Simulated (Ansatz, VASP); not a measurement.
# Cu: VASP beside Ansatz

```
Cu
1.0
     0.00000    1.77368    1.77368
     1.77368    0.00000    1.77368
     1.77368    1.77368    0.00000
Cu
1
Cartesian
  0.0000 0.0000 0.0000
```

Change from the starting cell: volume scaled by 0.975, PAW files.

Alike in both runs: task electric field gradients; functional r2SCAN; k mesh 17 × 17 × 17; occupations fermi-dirac, width 0.05 eV; no spin polarisation.

```csv
,VASP,Ansatz
version,VASP 6.6.1,Ansatz 0.2.0
potentials or method,"VASP PAW PBE potentials, release 64 (Cu)","PAW with Ansatz's default frozen-core files, scalar-relativistic"
plane-wave cutoff (eV),520,500
valence electrons in the cell,11,19
```

```tsv
	VASP	Ansatz	Ansatz less VASP
pressure (GPa)	4.8	4.1	-0.70
```

VASP's potentials were made for PBE, not for r2SCAN. VASP's potentials hold 11 valence electrons a cell and Ansatz's 19, so a difference there can come from the potentials and not from the codes.
